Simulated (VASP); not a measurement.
# Fe in VASP: further runs

The runs below take Fe through relaxation of volume and atoms at fixed shape, single point, with PBEsol.

Program: VASP 6.6.1. These are calculated values, not measurements. Logs are shortened: lines on timing, memory, paths and dates and some standing lists are left out, and cuts for length are marked.

### 1 The cell of the first run

The structure is cubic, space group Im-3m (No. 229). Conventional cell: a = 2.866 Å, b = 2.866 Å, c = 2.866 Å, α = 90.00°, β = 90.00°, γ = 90.00°. Fe (site symmetry m-3m) has 14 Fe at 2.48 to 2.87 Å within 3.3 Å.

### 2 Relaxation of volume and atoms at fixed shape, PBEsol, collinear spin, ferromagnetic start

Contents of INCAR:

```
ALGO = Fast ; EDIFF = 1E-6
EDIFFG = -0.01 ; ENCUT = 600
GGA = PS ; IBRION = 2
ISIF = 8 ; ISMEAR = 1
ISPIN = 2 ; LASPH = T
LCHARG = F ; LMAXMIX = 4
LORBIT = 11 ; LREAL = F
LWAVE = F ; MAGMOM = 2.4 2.4
NELM = 150 ; NSW = 80
PREC = Accurate ; SIGMA = 0.1
```

Contents of KPOINTS:

```
k-points
0
Gamma
  18 18 18
```

Contents of POSCAR:

```
Fe
1.0
    2.8660000000      0.0000000000      0.0000000000
    0.0000000000      2.8660000000      0.0000000000
    0.0000000000      0.0000000000      2.8660000000
Fe
2
Direct
    0.0000000000      0.0000000000      0.0000000000
    0.5000000000      0.5000000000      0.5000000000
```

Potentials or basis: VASP PAW PBE potentials, release 64 (Fe).

The run is started by

```bash
$ cat potpaw_PBE.64/Fe/POTCAR > POTCAR
$ mpirun -np 1 vasp_std > vasp.out
```

OUTCAR:

```text
EDIFF = 1E-6
   EDIFFG = -0.01
   ENCUT = 600
   GGA = PS
   IBRION = 2
   ISIF = 8
   ISMEAR = 1
   ISPIN = 2
   LASPH = T
   LORBIT = 11
   LREAL = F
   NELM = 150
   NSW = 80
   PREC = Accurate

 ion  position               nearest neighbor table
   1  0.000  0.000  0.000-   2 2.48   2 2.48   2 2.48   2 2.48   2 2.48   2 2.48   2 2.48   2 2.48

   2  0.500  0.500  0.500-   1 2.48   1 2.48   1 2.48   1 2.48   1 2.48   1 2.48   1 2.48   1 2.48

  LATTYP: Found a simple cubic cell.
 ALAT       =     2.8660000000

  Lattice vectors:

 A1 = (   2.8660000000,   0.0000000000,   0.0000000000)
 A2 = (   0.0000000000,   2.8660000000,   0.0000000000)
 A3 = (   0.0000000000,   0.0000000000,   2.8660000000)

Analysis of symmetry for initial positions (statically):
=====================================================================
 Subroutine PRICEL returns following result:

  LATTYP: Found a body centered cubic cell.
 ALAT       =     2.8660000000
[... 12 lines left out ...]
 Subroutine GETGRP returns: Found 48 space group operations
 (whereof 48 operations were pure point group operations)
 out of a pool of 48 trial point group operations.

The static configuration has the point symmetry O_h .

Analysis of symmetry for dynamics (positions and initial velocities):
=====================================================================
 Subroutine PRICEL returns following result:

  LATTYP: Found a body centered cubic cell.
 ALAT       =     2.8660000000
[... 12 lines left out ...]
 Subroutine GETGRP returns: Found 48 space group operations
 (whereof 48 operations were pure point group operations)
 out of a pool of 48 trial point group operations.

The dynamic configuration has the point symmetry O_h .

Analysis of structural, dynamic, and magnetic symmetry:
=====================================================================
 Subroutine PRICEL returns following result:

  LATTYP: Found a body centered cubic cell.
 ALAT       =     2.8660000000
[... 12 lines left out ...]
 Subroutine GETGRP returns: Found 48 space group operations
 (whereof 48 operations were pure point group operations)
 out of a pool of 48 trial point group operations.

The overall configuration has the point symmetry O_h .

 Subroutine INISYM returns: Found 48 space group operations
 (whereof 48 operations are pure point group operations),
 and found     2 'primitive' translations

----------------------------------------------------------------------------------------

                                     Primitive cell

  volume of cell :      11.7706

  direct lattice vectors                    reciprocal lattice vectors
     1.433000000  1.433000000 -1.433000000     0.348918353  0.348918353  0.000000000
    -1.433000000  1.433000000  1.433000000     0.000000000  0.348918353  0.348918353
     1.433000000 -1.433000000  1.433000000     0.348918353  0.000000000  0.348918353

  length of vectors
     2.482028807  2.482028807  2.482028807     0.493445067  0.493445067  0.493445067

  position of ions in fractional coordinates (direct lattice)
     0.000000000  0.000000000  0.000000000

  ion indices of the primitive-cell ions
   primitive index   ion index
                 1           1

----------------------------------------------------------------------------------------

 KPOINTS: k-points

Automatic generation of k-mesh.
 Grid dimensions read from file:
 generate k-points for:   18   18   18

 Generating k-lattice:

  Cartesian coordinates                     Fractional coordinates (reciprocal lattice)
     0.019384353  0.000000000  0.000000000     0.055555556  0.000000000  0.000000000
     0.000000000  0.019384353  0.000000000     0.000000000  0.055555556  0.000000000
     0.000000000  0.000000000  0.019384353     0.000000000  0.000000000  0.055555556

  Length of vectors
     0.019384353  0.019384353  0.019384353

  Shift w.r.t. Gamma in fractional coordinates (k-lattice)
     0.000000000  0.000000000  0.000000000

 Subroutine IBZKPT returns following result:
 ===========================================

 Found    220 irreducible k-points:

 Following reciprocal coordinates:
            Coordinates               Weight
  0.000000  0.000000  0.000000      1.000000
  0.055556  0.000000  0.000000      6.000000
  0.111111  0.000000  0.000000      6.000000
  0.166667  0.000000  0.000000      6.000000
  0.222222  0.000000  0.000000      6.000000
  0.277778  0.000000  0.000000      6.000000
[... 16 lines left out ...]
  0.277778  0.111111  0.000000     24.000000
  0.333333  0.111111  0.000000     24.000000
 [... further k-points ...]
   k-points           NKPTS =    220   k-points in BZ     NKDIM =    220   number of bands    NBANDS=     14
   number of dos      NEDOS =    301   number of ions     NIONS =      2
   total plane-waves  NPLWV =  13824
   dimension x,y,z NGX =    24 NGY =   24 NGZ =   24
   dimension x,y,z NGXF=    48 NGYF=   48 NGZF=   48
   ions per type =               2
   NGX,Y,Z   is equivalent  to a cutoff of  13.92, 13.92, 13.92 a.u.
   NGXF,Y,Z  is equivalent  to a cutoff of  27.84, 27.84, 27.84 a.u.
 SYSTEM =  unknown system
   PREC   = accura    normal or accurate (medium, high low for compatibility)
   ISTART =      0    job   : 0-new  1-cont  2-samecut
   ICHARG =      2    charge: 1-file 2-atom 10-const
   ISPIN  =      2    spin polarized calculation?
   LNONCOLLINEAR =      F non collinear calculations
   LSORBIT =      F    spin-orbit coupling
   LASPH  =      T    aspherical Exc in radial PAW
   ENCUT  =  600.0 eV  44.10 Ry    6.64 a.u.   5.72  5.72  5.72*2*pi/ulx,y,z
   NELM   =    150;   NELMIN=  2; NELMDL= -5     # of ELM steps
   EDIFF  = 0.1E-05   stopping-criterion for ELM
   LREAL  =      F    real-space projection
   EDIFFG = -.1E-01   stopping-criterion for IOM
   NSW    =     80    number of steps for IOM
   IBRION =      2    ionic relax: 0-MD 1-quasi-New 2-CG
   NFREE  =      1    steps in history (QN), initial steepest desc. (CG)
   ISIF   =      8    stress and relaxation
   ISYM   =      2    0-nonsym 1-usesym 2-fastsym
   POTIM  = 0.5000    time-step for ionic-motion
   TEBEG  =    0.0;   TEEND  =   0.0 temperature during run
   PSTRESS=    0.0 pullay stress
   NELECT =      16.0000    total number of electrons
   NUPDOWN=      -1.0000    fix difference up-down
   EMIN   =  10.00;   EMAX   =-10.00  energy-range for DOS
   EFERMI =   0.00;   METHOD = LEGACY
   ISMEAR =     1;   SIGMA  =   0.10  broadening in eV -4-tet -1-fermi 0-gaus
   EFERMI_NEDOS =   21; number of points for ismear=-14 and -15
   IALGO  =     68    algorithm
   IMIX   =      4    mixing-type and parameters
     AMIX     =   0.40;   BMIX     =  1.00
     AMIX_MAG =   1.60;   BMIX_MAG =  1.00
  volume/ion in A,a.u.               =      11.77        79.43
  Fermi-wavevector in a.u.,A,eV,Ry     =   1.439368  2.720012 28.188298  2.071781
  Thomas-Fermi vector in A             =   2.558232
   LORBIT       =     11    0 simple, 1 ext, 2 COOP (PROOUT), +10 PAW based schemes
   GGA     = PS    functional components
   LHFCALC =     F    Hartree Fock is set to
   AEXX    =    0.0000 exact exchange contribution
   IVDW    =     0    specifies the selected vdW correction
   LEPSILON=     F    determine dielectric tensor
   LRPA    =     F    only Hartree local field effects (RPA)
 conjugate gradient relaxation of ions
 spin polarized calculation
 RMM-DIIS sequential band-by-band and
 Methfessel and Paxton  Order N= 1 SIGMA  =   0.10
  energy-cutoff  :      600.00
  volume of cell :       23.54
 maximum number of plane-waves:       840
 NGX is ok and might be reduce to    24
   NGX = 11   NGY = 11   NGZ = 11

--------------------------------------- Ionic step        1  -------------------------------------------

 number of electron      15.9999992 magnetization       4.4941660

 Free energy of the ion-electron system (eV)
  ---------------------------------------------------
  ext. energy  EPLUGINS =         0.00000000
  ---------------------------------------------------
  free energy    TOTEN  =       -17.73966361 eV

  energy without entropy =      -17.73973282  energy(sigma->0) =      -17.73968668

------------------------ aborting loop because EDIFF is reached ----------------------------------------

  FORCE on cell =-STRESS in cart. coord.  units (eV):
  Direction    XX          YY          ZZ          XY          YZ          ZX
  --------------------------------------------------------------------------------------
  -------------------------------------------------------------------------------------
  Total       -2.2300351     -2.2300351     -2.2300351      0.0000000      0.0000000      0.0000000
  in kB     -151.7727236   -151.7727236   -151.7727236      0.0000000      0.0000000      0.0000000
  external PRESSURE =    -151.7727236 kB  Pullay stress =       0.0000000 kB
[... 95 lines left out ...]
--------------------------------------- Ionic step        4  -------------------------------------------

 number of electron      16.0000004 magnetization       4.2133228

 Free energy of the ion-electron system (eV)
  ---------------------------------------------------
  ext. energy  EPLUGINS =         0.00000000
  ---------------------------------------------------
  free energy    TOTEN  =       -17.83800978 eV

  energy without entropy =      -17.83859208  energy(sigma->0) =      -17.83820388

 E-fermi :   6.2006     XC(G=0): -13.5613

 val. band max:        6.1971181098   @ k =   0.5000   0.0556   0.0556
 cond. band min:       6.2008134399   @ k =   0.3889   0.2778   0.1111
 fundamental gap:      0.0036953302
 Fermi energy:         6.2006088114

 spin component 1

 k-point     1 :       0.0000    0.0000    0.0000
  band No.  band energies     occupation
      1      -2.6313      1.00000
      2       1.0359      1.00000
      3       1.0359      1.00000
      4       3.7786      1.00000
      5       3.7786      1.00000
      6       3.7786      1.00000
      7       5.1389      1.00000
      8       5.1389      1.00000
      9       6.4024     -0.00754
     10       6.4024     -0.00754
     11       6.4024     -0.00754
     12      16.3798      0.00000
     13      16.3798      0.00000
     14      16.3798      0.00000
[... 379 lines left out ...]
      3       2.1055      1.00000
      4       3.5458      1.00000
      5       3.6316      1.00000
      6       4.4512      1.00000
      7       4.5542      1.00000
      8       4.7884      1.00000
      9       4.8942      1.00000
     10       5.5221      1.00000
     11       6.0710      1.03474
     12       9.5065      0.00000
     13      18.1155      0.00000
     14      20.5292      0.00000

 [... further k-points ...]

 spin component 2

 k-point     1 :       0.0000    0.0000    0.0000
  band No.  band energies     occupation
      1      -2.3605      1.00000
      2       2.7573      1.00000
      3       2.7573      1.00000
      4       5.6120      1.00000
      5       5.6121      1.00000
      6       5.6121      1.00000
      7       7.7152     -0.00000
      8       7.7153     -0.00000
      9       8.4996      0.00000
     10       8.4997      0.00000
     11       8.4997      0.00000
     12      16.7419      0.00000
     13      16.7419      0.00000
     14      16.7419      0.00000
[... 420 lines left out ...]
  FREE ENERGIE OF THE ION-ELECTRON SYSTEM (eV)
  ---------------------------------------------------
  free  energy   TOTEN  =       -17.8380097751 eV

  energy  without entropy=      -17.8385920814  energy(sigma->0) =      -17.83820388

 reached required accuracy - stopping structural energy minimisation

 total charge

# of ion       s       p       d       tot
------------------------------------------
    1        0.512   0.591   6.277   7.380
    2        0.512   0.591   6.277   7.380
--------------------------------------------------
tot          1.024   1.182  12.554  14.760

 magnetization (x)

# of ion       s       p       d       tot
------------------------------------------
    1       -0.012  -0.048   2.148   2.088
    2       -0.012  -0.048   2.148   2.088
--------------------------------------------------
tot         -0.024  -0.097   4.296   4.175
```

Wall time 3.3 min (1 thread of Intel Xeon 6975P-C, shared host); peak memory 0.27 GiB.

Results:

```
Free energy                                           : -17.8380 eV
Relaxed volume                                        : 10.82 Å³/atom
Relaxed cell                                          : a = 2.786 Å, b = 2.786 Å, c = 2.786 Å, α = 90.00°, β = 90.00°, γ = 90.00°
Space group after relaxing (to 0.05 Å)                : Im-3m (No. 229)
Energy gained by relaxing                             : 49.2 meV/atom
Ionic steps                                           : 4
Pressure after relaxing                               : 0.0 GPa
Net moment                                            : 4.21 μB per cell
Site moments                                          : Fe +2.09 μB
Valence electrons inside the program's atomic spheres : Fe 7.38
```

Step by step:
| step | energy change (eV) | largest force (eV/Å) | pressure (GPa) | volume (Å³) |
| --- | --- | --- | --- | --- |
| 1 | 0.0000 | 0.0000 | -15.18 | 23.54 |
| 2 | 0.0117 | 0.0000 | 22.16 | 19.94 |
| 3 | -0.0983 | 0.0000 | -0.52 | 21.68 |
| 4 | -0.0983 | 0.0000 | 0.00 | 21.63 |

Final structure:
```
Fe
1.0
     2.78628    0.00000    0.00000
     0.00000    2.78628    0.00000
     0.00000    0.00000    2.78628
Fe
2
Direct
  0.00000 0.00000 0.00000
  0.50000 0.50000 0.50000
```

Caveat: the PAW data sets were made with another functional, which shifts forces and pressure a little.

[end of part 1 of 2]
